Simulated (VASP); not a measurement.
Set up this calculation in VASP 6.6.1, as the native input.

| Item | Value |
| --- | --- |
| Task | relaxation of shape and atoms at fixed volume |
| Functional | PBE |
| Potentials or basis | VASP PAW PBE potentials, release 64 (Li_sv, Cl) |
| Cutoff | 600 eV |
| k mesh | 6 × 6 × 2 |
| Occupations | gaussian, width 0.02 eV |
| Spin | no spin polarisation |
| Dipole correction | no |
| Further INCAR settings | ALGO = Normal; EDIFF = 1e-06; IBRION = 2; EDIFFG = -0.01; NSW = 50; ISIF = 4 |

The structure of LiCl lies in POSCAR:

```
LiCl
1.0
    3.6571254247      0.0000000000      0.0000000000
   -1.8285627123      3.1671635226      0.0000000000
    0.0000000000      0.0000000000     12.1397052093
Li Cl
4 4
Direct
    0.3333333333      0.6666666667      0.8767234304
    0.6666666667      0.3333333333      0.1232765696
    0.6666666667      0.3333333333      0.3767234304
    0.3333333333      0.6666666667      0.6232765696
    0.6666666667      0.3333333333      0.7500000000
    0.0000000000      0.0000000000      0.0000000000
    0.3333333333      0.6666666667      0.2500000000
    0.0000000000      0.0000000000      0.5000000000
```

This cell differs from its parent crystal: volume scaled by 1.03.

These files were run (other wordings do the same):

INCAR

```
SYSTEM = LiCl
PREC     = Accurate       ! precision mode
ENCUT    = 600            ! plane-wave cutoff, eV
EDIFF    = 1E-6           ! SCF threshold, eV
ISMEAR   = 0              ! smearing method
SIGMA    = 0.02           ! smearing width, eV
LREAL    = .False.        ! projectors in reciprocal space
LASPH    = .True.         ! aspherical terms in the spheres
NELM     = 60             ! most SCF steps
ALGO     = Normal         ! electronic algorithm
ISIF     = 4              ! what is computed and relaxed
LWAVE    = .False.        ! write WAVECAR
LCHARG   = .False.        ! write CHGCAR
GGA      = PE             ! functional
IBRION   = 2              ! ionic algorithm
NSW      = 50             ! ionic steps
EDIFFG   = -0.01          ! ionic threshold
```

KPOINTS

```
Automatic mesh
0
Gamma
  6 6 2
  0 0 0
```

Potentials or basis: VASP PAW PBE potentials, release 64 (Li_sv, Cl).

Command:

```bash
$ cat potpaw_PBE.64/Li_sv/POTCAR potpaw_PBE.64/Cl/POTCAR > POTCAR
$ mpirun -np 1 vasp_std > vasp.out
```

Results of the run:

| Item | Value |
| --- | --- |
| Pressure after relaxing | -1.0 GPa |
| Band gap on the k mesh | 6.06 eV, direct |

Caveat: the cutoff is under 1.25 times the usual one of these potentials, so pressure, stress and relaxed cells hold a basis-set (Pulay) error; the relaxation stopped at its first step, so nothing moved.

Run time: 79 s on 1 thread of Intel(R) Xeon(R) Platinum 8488C (Sapphire Rapids), with other jobs on the host, peak memory 0.28 GiB.
